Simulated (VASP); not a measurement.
LiF: single point with r2SCAN

LiF:

```
CELL_PARAMETERS angstrom
3.28008 0.00000 0.00000
-1.64004 2.84063 0.00000
0.00000 0.00000 3.99960
ATOMIC_POSITIONS crystal
Li 0.33333 0.66667 0.25000
Li 0.66667 0.33333 0.75000
F 0.66667 0.33333 0.25000
F 0.33333 0.66667 0.75000
```

```yaml
Program: VASP 6.6.1
Task: single point
Functional: r2SCAN
Potentials_or_basis: VASP PAW PBE potentials, release 64 (Li_sv, F)
Cutoff: 520 eV
k_mesh: 6 × 6 × 4
Occupations: gaussian, width 0.01 eV
Spin: no spin polarisation
```

```
Band gap on the k mesh : 8.64 eV, direct
```

Levels at points of the mesh, in eV from the valence-band top:
| k point | band 8 | band 9 | band 10 | band 11 | band 12 | band 13 |
| --- | --- | --- | --- | --- | --- | --- |
| (0.00, 0.00, 0.00) | -0.50 | -0.50 | 0.00 | 8.64 | 15.86 | 17.64 |
| (0.50, 0.00, 0.00) | -1.02 | -0.90 | -0.48 | 11.18 | 14.87 | 16.04 |
| (0.00, 0.00, 0.50) | -0.88 | -0.88 | -0.88 | 11.18 | 11.18 | 18.17 |
| (0.50, 0.00, 0.50) | -1.20 | -0.41 | -0.41 | 11.82 | 11.82 | 16.98 |

It took 2.6 min on 1 thread of AMD EPYC 7R13, on a shared host, peak memory 0.12 GiB.

Caveat: the PAW data sets were made with another functional, which shifts forces and pressure a little. r2SCAN opens gaps a little over a GGA but as a rule still falls short of measured ones.
